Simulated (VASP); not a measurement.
Write the native input for VASP 6.6.1 that does the following.

| Property | Result |
| --- | --- |
| Task | single point |
| Functional | PBE |
| Potentials or basis | VASP PAW PBE potentials, release 64 (Al) |
| Cutoff | 520 eV |
| k mesh | 18 × 18 × 18 |
| Occupations | fermi-dirac, width 0.1 eV |
| Spin | no spin polarisation |
| Dipole correction | no |
| Further INCAR settings | ALGO = Normal; EDIFF = 1e-06; NBANDS = 8 |

The structure of Al lies in POSCAR:

```
Al
1.0
   -1.4226912381      1.4226912381      1.4226912381
    1.4226912381     -1.4226912381      1.4226912381
    1.4226912381      1.4226912381     -1.4226912381
Al
1
Direct
    0.0000000000      0.0000000000      0.0000000000
```

This cell differs from its parent crystal: volume scaled by 0.68.

The input as run:

INCAR

```
ALGO     = Normal         # electronic algorithm
EDIFF    = 1E-6           # SCF threshold, eV
ENCUT    = 520            # plane-wave cutoff, eV
GGA      = PE             # functional
ISIF     = 2              # what is computed and relaxed
ISMEAR   = -1             # smearing method
LASPH    = T              # aspherical terms in the spheres
LCHARG   = F              # write CHGCAR
LREAL    = F              # projectors in reciprocal space
LWAVE    = F              # write WAVECAR
NBANDS   = 8              # bands
NELM     = 100            # most SCF steps
PREC     = Accurate       # precision mode
SIGMA    = 0.1            # smearing width, eV
```

KPOINTS

```
k-points
0
Gamma
  18 18 18
```

Potentials or basis: VASP PAW PBE potentials, release 64 (Al).

Command:

```console
$ cat potpaw_PBE.64/Al/POTCAR > POTCAR
$ mpirun -np 1 vasp_std > vasp.out
```

Results of the run:

* Pressure: 60.3 GPa

Wall time 7.8 s on 1 thread of Intel(R) Xeon(R) Platinum 8488C (Sapphire Rapids), with other jobs on the host, peak memory 0.12 GiB.
